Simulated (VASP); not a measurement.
Wanted: the native input for a VASP 6.6.1 run.

```
Task                   : relaxation of cell and atoms
Functional             : PBE
Potentials or basis    : VASP PAW PBE potentials, release 64 (Be, Zn, Se)
Cutoff                 : 600 eV
k mesh                 : 6 × 6 × 2
Occupations            : gaussian, width 0.02 eV
Spin                   : no spin polarisation
Dipole correction      : no
Further INCAR settings : ALGO = Normal; EDIFF = 1e-06; IBRION = 2; EDIFFG = -0.01; NSW = 100; ISIF = 3
```

The structure of Be3ZnSe4 lies in POSCAR:

```
Be3ZnSe4
1.0
    3.7472541682      0.0000000000      0.0000000000
   -1.8736270841      3.2452173041      0.0000000000
    0.0000000000      0.0000000000     12.4116803515
Be Zn Se
3 1 4
Direct
    0.3333333333      0.6666666667      0.0125381091
    0.3333333333      0.6666666667      0.4928060563
    0.6666666667      0.3333333333      0.2531178195
    0.6666666667      0.3333333333      0.7562114313
    0.3333333333      0.6666666667      0.1939275830
    0.3333333333      0.6666666667      0.6729286668
    0.6666666667      0.3333333333      0.4343309186
    0.6666666667      0.3333333333      0.9541394153
```

These files were run (other wordings do the same):

INCAR

```
SYSTEM = Be3ZnSe4
PREC     = Accurate       ! precision mode
ENCUT    = 600            ! plane-wave cutoff, eV
EDIFF    = 1E-6           ! SCF threshold, eV
ISMEAR   = 0              ! smearing method
SIGMA    = 0.02           ! smearing width, eV
LREAL    = .FALSE.        ! projectors in reciprocal space
LASPH    = .TRUE.         ! aspherical terms in the spheres
NELM     = 80             ! most SCF steps
ALGO     = Normal         ! electronic algorithm
ISIF     = 3              ! what is computed and relaxed
LWAVE    = .FALSE.        ! write WAVECAR
LCHARG   = .FALSE.        ! write CHGCAR
GGA      = PE             ! functional
IBRION   = 2              ! ionic algorithm
NSW      = 100            ! ionic steps
EDIFFG   = -0.01          ! ionic threshold
```

KPOINTS

```
regular mesh
0
G
  6 6 2
  0 0 0
```

Potentials or basis: VASP PAW PBE potentials, release 64 (Be, Zn, Se).

Run with:

```bash
$ cat potpaw_PBE.64/Be/POTCAR potpaw_PBE.64/Zn/POTCAR potpaw_PBE.64/Se/POTCAR > POTCAR
$ mpirun -np 1 vasp_std > vasp.out
```

Results of the run:

- Relaxed volume: 18.92 Å³/atom
- Relaxed cell: a = 3.751 Å, b = 3.751 Å, c = 12.424 Å, α = 90.00°, β = 90.00°, γ = 120.00°
- Space group after relaxing (to 0.1 Å): P3m1 (No. 156)
- Energy gained by relaxing: 0.0 meV/atom
- Ionic steps: 2
- Pressure after relaxing: 0.0 GPa
- Largest force after relaxing: 0.005 eV/Å
- Band gap on the k mesh: 2.60 eV (least direct gap 2.62 eV)

It took 3.2 min on 1 thread of Intel Xeon 8259CL, with other jobs on the host, peak memory 0.34 GiB.
